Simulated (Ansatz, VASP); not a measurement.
HgTe: VASP beside Ansatz

File INCAR:

```
SYSTEM = HgTe
PREC = Accurate
ENCUT = 520
EDIFF = 1E-8
ISMEAR = -1
SIGMA = 0.03
LREAL = .FALSE.
LASPH = .TRUE.
NELM = 60
ALGO = Normal
ISIF = 2
LWAVE = .FALSE.
LCHARG = .FALSE.
GGA = CA
LEFG = .TRUE.
NBANDS = 16
```

KPOINTS

```
regular mesh
0
G
  11 11 11
  0 0 0
```

File POSCAR:

```
HgTe
1.0
    0.0967050000      3.2718525000      3.2718525000
    3.2718525000      0.0967050000      3.2718525000
    3.2718525000      3.2718525000      0.0967050000
Hg Te
1 1
Direct
    0.0000000000      0.0000000000      0.0000000000
    0.7500000000      0.7500000000      0.7500000000
```

Input for Ansatz:

```yaml
crystal:
  lattice:
    - [0.096705, 3.2718525, 3.2718525]
    - [3.2718525, 0.096705, 3.2718525]
    - [3.2718525, 3.2718525, 0.096705]
  atoms:
    - { symbol: Hg, position: [0.0, 0.0, 0.0] }
    - { symbol: Te, position: [0.75, 0.75, 0.75] }
kpoints:
  mp_grid: { grid: [11, 11, 11] }
scf:
  occupations: { method: fermi_dirac, width: 0.03 }
hamiltonian:
  xc: lda
  pseudopotentials: { kind: paw }
output:
  forces: true
  stress: true
  eigenvalues: true
  efg: { contact_densities: true }
```

Change from the starting cell: equal xy, yz and zx shear strains of +3 %, PAW files.

Alike in both runs: task electric field gradients; functional LDA; k mesh 11 × 11 × 11; occupations fermi-dirac, width 0.03 eV; no spin polarisation.

```csv
,VASP,Ansatz
version,VASP 6.6.1,Ansatz 0.2.0
potentials or method,"VASP PAW LDA potentials, release 64 (Hg, Te)","PAW with Ansatz's default frozen-core files, scalar-relativistic"
plane-wave cutoff (eV),520,420
valence electrons in the cell,18,36
```

```tsv
	VASP	Ansatz	Ansatz less VASP
pressure (GPa)	0.2	-0.1	-0.27
traceless stress, the component that is largest in VASP (GPa)	-1.16	-1.13	+0.030
rms of the force components (eV/Å)	0.140	0.131	-0.0090
size of Vzz on the site where it differs most (V/Å²)	84.4	71.1	-13.26
```

LDA's correlation is that of Perdew and Zunger in VASP and of Perdew and Wang (1992) in Ansatz. Atom by atom the forces differ by 0.009 eV/Å (rms over components). VASP's potentials hold 18 valence electrons a cell and Ansatz's 36, so a difference there can come from the potentials and not from the codes.

Spin-orbit coupling is off throughout.
